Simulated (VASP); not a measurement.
# HgTe (F-43m) in VASP: notebook

Aim: see how the results for HgTe move with the level of theory and the settings. Levels: PBEsol, r2SCAN. Tasks: single point.

Everything below comes from runs of VASP 6.6.1. Logs are shortened: lines on timing, memory, paths and dates and some standing lists are left out, and cuts for length are marked.

### Step 1. The cell of the first run

The structure is cubic, space group F-43m (No. 216). Conventional cell: a = 6.578 Å, b = 6.578 Å, c = 6.578 Å, α = 90.00°, β = 90.00°, γ = 90.00°. Hg (site symmetry -43m) has 4 Te at 2.85 Å within 3.8 Å. Within 3.8 Å of Te (site symmetry -43m) lie 4 Hg at 2.85 Å.

### Step 2. Single point, PBEsol

INCAR reads:

```
SYSTEM = HgTe
PREC = Accurate
ENCUT = 500
EDIFF = 1E-6
ISMEAR = 0
SIGMA = 0.05
LREAL = .FALSE.
LASPH = .TRUE.
NELM = 120
ALGO = Normal
ISIF = 2
LWAVE = .FALSE.
LCHARG = .TRUE.
GGA = PS
LELF = .TRUE.
LVHAR = .TRUE.
NBANDS = 16
GGA_COMPAT = .FALSE.
```

KPOINTS reads:

```
regular mesh
0
G
  4 4 4
  0 0 0
```

POSCAR reads:

```
HgTe
1.0
    0.0000000000      3.2891578872      3.2891578872
    3.2891578872      0.0000000000      3.2891578872
    3.2891578872      3.2891578872      0.0000000000
Hg Te
1 1
Direct
    0.0000000000      0.0000000000      0.0000000000
    0.2500000000      0.2500000000      0.2500000000
```

Potentials or basis: VASP PAW PBE potentials, release 64 (Hg, Te).

Launch:

```
$ cat potpaw_PBE.64/Hg/POTCAR potpaw_PBE.64/Te/POTCAR > POTCAR
$ mpirun -np 1 vasp_std > vasp.out
```

OUTCAR:

```text
SYSTEM = HgTe
   PREC = Accurate
   ENCUT = 500
   EDIFF = 1E-6
   ISMEAR = 0
   LREAL = .FALSE.
   LASPH = .TRUE.
   NELM = 120
   ISIF = 2
   GGA = PS

 ion  position               nearest neighbor table
   1  0.000  0.000  0.000-   2 2.85   2 2.85   2 2.85   2 2.85
   2  0.250  0.250  0.250-   1 2.85   1 2.85   1 2.85   1 2.85

  LATTYP: Found a face centered cubic cell.
 ALAT       =     6.5783157744

  Lattice vectors:

 A1 = (   0.0000000000,   3.2891578872,   3.2891578872)
 A2 = (   3.2891578872,   0.0000000000,   3.2891578872)
 A3 = (   3.2891578872,   3.2891578872,   0.0000000000)

Analysis of symmetry for initial positions (statically):
=====================================================================
 Subroutine PRICEL returns:
 Original cell was already a primitive cell.

 Routine SETGRP: Setting up the symmetry group for a
 face centered cubic supercell.

 Subroutine GETGRP returns: Found 24 space group operations
 (whereof 24 operations were pure point group operations)
 out of a pool of 48 trial point group operations.

The static configuration has the point symmetry T_d .

Analysis of symmetry for dynamics (positions and initial velocities):
=====================================================================
 Subroutine PRICEL returns:
 Original cell was already a primitive cell.

 Routine SETGRP: Setting up the symmetry group for a
 face centered cubic supercell.

 Subroutine GETGRP returns: Found 24 space group operations
 (whereof 24 operations were pure point group operations)
 out of a pool of 48 trial point group operations.

The dynamic configuration has the point symmetry T_d .

 Subroutine INISYM returns: Found 24 space group operations
 (whereof 24 operations are pure point group operations),
 and found     1 'primitive' translations

----------------------------------------------------------------------------------------

                                     Primitive cell

  volume of cell :      71.1679

  direct lattice vectors                    reciprocal lattice vectors
     0.000000000  3.289157887  3.289157887    -0.152014594  0.152014594  0.152014594
     3.289157887  0.000000000  3.289157887     0.152014594 -0.152014594  0.152014594
     3.289157887  3.289157887  0.000000000     0.152014594  0.152014594 -0.152014594

  length of vectors
     4.651571693  4.651571693  4.651571693     0.263297000  0.263297000  0.263297000

  position of ions in fractional coordinates (direct lattice)
     0.000000000  0.000000000  0.000000000
     0.250000000  0.250000000  0.250000000

  ion indices of the primitive-cell ions
   primitive index   ion index
                 1           1
                 2           2

----------------------------------------------------------------------------------------

 KPOINTS: regular mesh

Automatic generation of k-mesh.
 Grid dimensions read from file:
 generate k-points for:    4    4    4

 Generating k-lattice:

  Cartesian coordinates                     Fractional coordinates (reciprocal lattice)
    -0.038003648  0.038003648  0.038003648     0.250000000  0.000000000  0.000000000
     0.038003648 -0.038003648  0.038003648     0.000000000  0.250000000  0.000000000
     0.038003648  0.038003648 -0.038003648     0.000000000  0.000000000  0.250000000

  Length of vectors
     0.065824250  0.065824250  0.065824250

  Shift w.r.t. Gamma in fractional coordinates (k-lattice)
     0.000000000  0.000000000  0.000000000

 Subroutine IBZKPT returns following result:
 ===========================================

 Found      8 irreducible k-points:

 Following reciprocal coordinates:
            Coordinates               Weight
  0.000000  0.000000  0.000000      1.000000
  0.250000  0.000000  0.000000      8.000000
  0.500000  0.000000  0.000000      4.000000
  0.250000  0.250000  0.000000      6.000000
  0.500000  0.250000  0.000000     24.000000
 -0.250000  0.250000  0.000000     12.000000
  0.500000  0.500000  0.000000      3.000000
 -0.250000  0.500000  0.250000      6.000000
   k-points           NKPTS =      8   k-points in BZ     NKDIM =      8   number of bands    NBANDS=     16
   number of dos      NEDOS =    301   number of ions     NIONS =      2
   total plane-waves  NPLWV =  46656
   dimension x,y,z NGX =    36 NGY =   36 NGZ =   36
   dimension x,y,z NGXF=    72 NGYF=   72 NGZF=   72
   ions per type =               1   1
   NGX,Y,Z   is equivalent  to a cutoff of  12.87, 12.87, 12.87 a.u.
   NGXF,Y,Z  is equivalent  to a cutoff of  25.73, 25.73, 25.73 a.u.
 SYSTEM =  HgTe
   PREC   = accura    normal or accurate (medium, high low for compatibility)
   ISTART =      0    job   : 0-new  1-cont  2-samecut
   ICHARG =      2    charge: 1-file 2-atom 10-const
   ISPIN  =      1    spin polarized calculation?
   LNONCOLLINEAR =      F non collinear calculations
   LSORBIT =      F    spin-orbit coupling
   LASPH  =      T    aspherical Exc in radial PAW
   ENCUT  =  500.0 eV  36.75 Ry    6.06 a.u.   8.48  8.48  8.48*2*pi/ulx,y,z
   NELM   =    120;   NELMIN=  2; NELMDL= -5     # of ELM steps
   EDIFF  = 0.1E-05   stopping-criterion for ELM
   LREAL  =      F    real-space projection
   EDIFFG = 0.1E-04   stopping-criterion for IOM
   NSW    =      0    number of steps for IOM
   IBRION =     -1    ionic relax: 0-MD 1-quasi-New 2-CG
   NFREE  =      0    steps in history (QN), initial steepest desc. (CG)
   ISIF   =      2    stress and relaxation
   ISYM   =      2    0-nonsym 1-usesym 2-fastsym
   POTIM  = 0.5000    time-step for ionic-motion
   TEBEG  =    0.0;   TEEND  =   0.0 temperature during run
   PSTRESS=    0.0 pullay stress
   NELECT =      18.0000    total number of electrons
   NUPDOWN=      -1.0000    fix difference up-down
   EMIN   =  10.00;   EMAX   =-10.00  energy-range for DOS
   EFERMI =   0.00;   METHOD = LEGACY
   ISMEAR =     0;   SIGMA  =   0.05  broadening in eV -4-tet -1-fermi 0-gaus
   EFERMI_NEDOS =   21; number of points for ismear=-14 and -15
   IALGO  =     38    algorithm
   IMIX   =      4    mixing-type and parameters
     AMIX     =   0.40;   BMIX     =  1.00
     AMIX_MAG =   1.60;   BMIX_MAG =  1.00
  volume/ion in A,a.u.               =      35.58       240.13
  Fermi-wavevector in a.u.,A,eV,Ry     =   1.035311  1.956455 14.583669  1.071869
  Thomas-Fermi vector in A             =   2.169648
   LORBIT       =      0    0 simple, 1 ext, 2 COOP (PROOUT), +10 PAW based schemes
   GGA     = PS    functional components
   LHFCALC =     F    Hartree Fock is set to
   AEXX    =    0.0000 exact exchange contribution
   IVDW    =     0    specifies the selected vdW correction
   LEPSILON=     F    determine dielectric tensor
   LRPA    =     F    only Hartree local field effects (RPA)
 non-spin polarized calculation
 Gauss-broadening in eV      SIGMA  =   0.05
  energy-cutoff  :      500.00
  volume of cell :       71.17
 maximum number of plane-waves:      1820
 NGX is ok and might be reduce to    36
   NGX = 17   NGY = 17   NGZ = 17

 number of electron      18.0000001 magnetization

 Free energy of the ion-electron system (eV)
  ---------------------------------------------------
  ext. energy  EPLUGINS =         0.00000000
  ---------------------------------------------------
  free energy    TOTEN  =        -4.28289603 eV

  energy without entropy =       -4.28169085  energy(sigma->0) =       -4.28229344

 E-fermi :   2.4572     XC(G=0):  -8.6823

 val. band max:        2.4419510240   @ k =   0.0000   0.0000   0.0000
 cond. band min:       3.0655962797   @ k =   0.5000   0.0000   0.0000
 fundamental gap:      0.6236452556
 Fermi energy:         2.4571794949

 k-point     1 :       0.0000    0.0000    0.0000
  band No.  band energies     occupation
      1      -9.2116      2.00000
      2      -4.6336      2.00000
      3      -4.6336      2.00000
      4      -4.6336      2.00000
      5      -4.1641      2.00000
      6      -4.1641      2.00000
      7       1.5016      2.00000
      8       2.4420      1.33333
      9       2.4420      1.33333
     10       2.4420      1.33333
     11       6.6933      0.00000
     12       6.6933      0.00000
     13       6.6933      0.00000
     14       8.7672      0.00000
     15      11.8879      0.00000
     16      11.8879      0.00000

 k-point     2 :       0.2500    0.0000    0.0000
  band No.  band energies     occupation
      1      -8.9650      2.00000
      2      -4.5717      2.00000
      3      -4.5717      2.00000
      4      -4.4824      2.00000
      5      -4.1648      2.00000
      6      -4.1648      2.00000
      7      -0.8578      2.00000
      8       1.9489      2.00000
      9       1.9489      2.00000
     10       3.2178      0.00000
     11       7.2242      0.00000
     12       7.2881      0.00000
     13       7.2881      0.00000
     14      10.1467      0.00000
     15      10.8714      0.00000
     16      10.8714      0.00000

 k-point     3 :       0.5000    0.0000    0.0000
  band No.  band energies     occupation
      1      -8.6950      2.00000
      2      -4.5238      2.00000
      3      -4.5238      2.00000
      4      -4.1455      2.00000
      5      -4.1455      2.00000
      6      -3.8929      2.00000
      7      -2.7694      2.00000
      8       1.5443      2.00000
      9       1.5443      2.00000
     10       3.0656      0.00000
     11       7.4529      0.00000
     12       7.4529      0.00000
     13       9.1490      0.00000
     14      10.1074      0.00000
     15      12.3584      0.00000
     16      12.3584      0.00000

 k-point     4 :       0.2500    0.2500    0.0000
  band No.  band energies     occupation
      1      -8.8809      2.00000
      2      -4.5567      2.00000
      3      -4.4972      2.00000
      4      -4.4972      2.00000
      5      -4.1866      2.00000
      6      -4.1364      2.00000
      7      -0.9051      2.00000
      8       1.2415      2.00000
      9       1.2415      2.00000
     10       4.2972      0.00000
     11       5.4109      0.00000
     12       8.5262      0.00000
     13       8.5262      0.00000
     14       9.1091      0.00000
     15      12.2070      0.00000
     16      12.2418      0.00000

 k-point     5 :       0.5000    0.2500    0.0000
  band No.  band energies     occupation
      1      -8.6082      2.00000
      2      -4.4849      2.00000
      3      -4.4274      2.00000
      4      -4.2686      2.00000
      5      -4.1343      2.00000
      6      -3.9001      2.00000
      7      -2.4658      2.00000
      8       0.1869      2.00000
      9       0.9016      2.00000
     10       4.5327      0.00000
     11       6.4230      0.00000
     12       8.3746      0.00000
     13       8.8845      0.00000
     14      10.9554      0.00000
     15      12.6055      0.00000
     16      12.9185      0.00000

 k-point     6 :      -0.2500    0.2500    0.0000
  band No.  band energies     occupation
      1      -8.7002      2.00000
      2      -4.4952      2.00000
      3      -4.4934      2.00000
      4      -4.2293      2.00000
      5      -4.1792      2.00000
      6      -4.0733      2.00000
      7      -2.0117      2.00000
      8       0.1445      2.00000
      9       1.5236      2.00000
     10       4.4355      0.00000
     11       7.2022      0.00000
     12       7.8011      0.00000
     13       7.9654      0.00000
     14      10.4951      0.00000
     15      11.5919      0.00000
     16      12.8138      0.00000

 k-point     7 :       0.5000    0.5000    0.0000
  band No.  band energies     occupation
      1      -8.5147      2.00000
      2      -4.4582      2.00000
      3      -4.3323      2.00000
      4      -4.3323      2.00000
      5      -4.1084      2.00000
      6      -3.7672      2.00000
      7      -2.7636      2.00000
      8       0.3606      2.00000
      9       0.3606      2.00000
     10       4.2906      0.00000
     11       4.9413      0.00000
     12      10.3632      0.00000
     13      11.0273      0.00000
     14      11.0273      0.00000
     15      12.6878      0.00000
     16      13.7007      0.00000

 k-point     8 :      -0.2500    0.5000    0.2500
  band No.  band energies     occupation
      1      -8.5157      2.00000
      2      -4.4308      2.00000
      3      -4.3964      2.00000
      4      -4.2100      2.00000
      5      -4.1924      2.00000
      6      -3.6273      2.00000
      7      -2.8277      2.00000
      8       0.0061      2.00000
      9       0.0779      2.00000
     10       5.3996      0.00000
     11       7.0133      0.00000
     12       7.6159      0.00000
     13       8.5625      0.00000
     14      11.5995      0.00000
     15      13.2671      0.00000
     16      13.3902      0.00000

------------------------ aborting loop because EDIFF is reached ----------------------------------------

  FORCE on cell =-STRESS in cart. coord.  units (eV):
  Direction    XX          YY          ZZ          XY          YZ          ZX
  --------------------------------------------------------------------------------------
  -------------------------------------------------------------------------------------
  Total       -0.3129584     -0.3129584     -0.3129584      0.0000000      0.0000000     -0.0000000
  in kB       -7.0455197     -7.0455197     -7.0455197      0.0000000      0.0000000     -0.0000000
  external PRESSURE =      -7.0455197 kB  Pullay stress =       0.0000000 kB

 VOLUME and BASIS-vectors are now :
 -----------------------------------------------------------------------------
  energy-cutoff  :      500.00
  volume of cell :       71.17
      direct lattice vectors                 reciprocal lattice vectors
     0.000000000  3.289157887  3.289157887    -0.152014594  0.152014594  0.152014594
     3.289157887  0.000000000  3.289157887     0.152014594 -0.152014594  0.152014594
     3.289157887  3.289157887  0.000000000     0.152014594  0.152014594 -0.152014594

 POSITION                                       TOTAL-FORCE (eV/Angst)
 -----------------------------------------------------------------------------------
      0.00000      0.00000      0.00000        -0.000000     -0.000000     -0.000000
      1.64458      1.64458      1.64458         0.000000      0.000000      0.000000
 -----------------------------------------------------------------------------------
    total drift:                               -0.000000     -0.000000     -0.000000

  FREE ENERGIE OF THE ION-ELECTRON SYSTEM (eV)
  ---------------------------------------------------
  free  energy   TOTEN  =        -4.2828960272 eV

  energy  without entropy=       -4.2816908528  energy(sigma->0) =       -4.28229344
```

Run time: 17 s. Hardware: 1 thread of Intel Xeon 8259CL, shared host; peak memory 0.2 GiB.

What came out:

- Free energy: -4.2829 eV
- Pressure: -0.7 GPa
- Band gap on the k mesh: zero (filled and empty bands touch)

Caveat: the k points lie up to 0.41 Å⁻¹ apart; semilocal functionals underestimate gaps, and a narrow one can read as zero; the PAW data sets were made with another functional, which shifts forces and pressure a little; spin-orbit coupling is left out, which moves the levels of the heavy elements.

### Step 3. Single point, r2SCAN

POSCAR is that of step 2.

INCAR.step1 reads:

```
  ALGO = Normal
  EDIFF = 1E-5
  ENCUT = 550
  GGA = PE
  GGA_COMPAT = F
  ISMEAR = -1
  LASPH = T
  LCHARG = F
  LREAL = F
  LWAVE = T
  NBANDS = 16
  NELM = 120
  PREC = Accurate
  SIGMA = 0.02
```

INCAR.step2 reads:

```
  ALGO = Normal
  EDIFF = 1E-6
  ENCUT = 550
  GGA_COMPAT = F
  ISIF = 2
  ISMEAR = -1
  ISTART = 1
  LASPH = T
  LCHARG = F
  LMIXTAU = T
  LREAL = F
  LWAVE = F
  METAGGA = R2SCAN
  NBANDS = 16
  NELM = 120
  PREC = Accurate
  SIGMA = 0.02
```

KPOINTS reads:

```
k-points
0
Gamma
  4 4 4
```

Potentials or basis: VASP PAW PBE potentials, release 64 (Hg, Te).

Launch:

```
$ cat potpaw_PBE.64/Hg/POTCAR potpaw_PBE.64/Te/POTCAR > POTCAR
$ cp INCAR.step1 INCAR
$ mpirun -np 1 vasp_std > vasp.out
$ cp INCAR.step2 INCAR
$ mpirun -np 1 vasp_std > vasp.out
```

OUTCAR:

```text
EDIFF = 1E-6
   ENCUT = 550
   ISIF = 2
   ISMEAR = -1
   ISTART = 1
   LASPH = T
   LREAL = F
   METAGGA = R2SCAN
   NELM = 120
   PREC = Accurate

 ion  position               nearest neighbor table
   1  0.000  0.000  0.000-   2 2.85   2 2.85   2 2.85   2 2.85
   2  0.250  0.250  0.250-   1 2.85   1 2.85   1 2.85   1 2.85

  LATTYP: Found a face centered cubic cell.
 ALAT       =     6.5783157744

  Lattice vectors:

 A1 = (   0.0000000000,   3.2891578872,   3.2891578872)
[... 318 lines left out ...]
------------------------ aborting loop because EDIFF is reached ----------------------------------------

  FORCE on cell =-STRESS in cart. coord.  units (eV):
  Direction    XX          YY          ZZ          XY          YZ          ZX
  --------------------------------------------------------------------------------------
  -------------------------------------------------------------------------------------
  Total        0.1670235      0.1670235      0.1670235      0.0000000      0.0000000      0.0000000
  in kB        3.7601392      3.7601392      3.7601392      0.0000000      0.0000000      0.0000000
  external PRESSURE =       3.7601392 kB  Pullay stress =       0.0000000 kB

 VOLUME and BASIS-vectors are now :
 -----------------------------------------------------------------------------
  energy-cutoff  :      550.00
  volume of cell :       71.17
      direct lattice vectors                 reciprocal lattice vectors
     0.000000000  3.289157887  3.289157887    -0.152014594  0.152014594  0.152014594
     3.289157887  0.000000000  3.289157887     0.152014594 -0.152014594  0.152014594
     3.289157887  3.289157887  0.000000000     0.152014594  0.152014594 -0.152014594

 POSITION                                       TOTAL-FORCE (eV/Angst)
 -----------------------------------------------------------------------------------
      0.00000      0.00000      0.00000         0.000000      0.000000     -0.000000
      1.64458      1.64458      1.64458        -0.000000     -0.000000      0.000000
 -----------------------------------------------------------------------------------
    total drift:                                0.000000      0.000000     -0.000000

  FREE ENERGIE OF THE ION-ELECTRON SYSTEM (eV)
  ---------------------------------------------------
  free  energy   TOTEN  =       -75.0823323931 eV

  energy  without entropy=      -75.0811389290  energy(sigma->0) =      -75.08173566
```

It took 95 s on 1 thread of Intel Xeon 8259CL, shared host; peak memory 0.22 GiB.

What came out:

```
Free energy            : -75.0823 eV
Pressure               : 0.4 GPa
Band gap on the k mesh : zero (filled and empty bands touch)
```

Caveat: the k points lie up to 0.41 Å⁻¹ apart; semilocal functionals underestimate gaps, and a narrow one can read as zero; the PAW data sets were made with another functional, which shifts forces and pressure a little; spin-orbit coupling is left out, which moves the levels of the heavy elements.

(Continued in part 2 of 2.)

The gap in the log of VASP goes by the Fermi energy; the results here count the filled bands.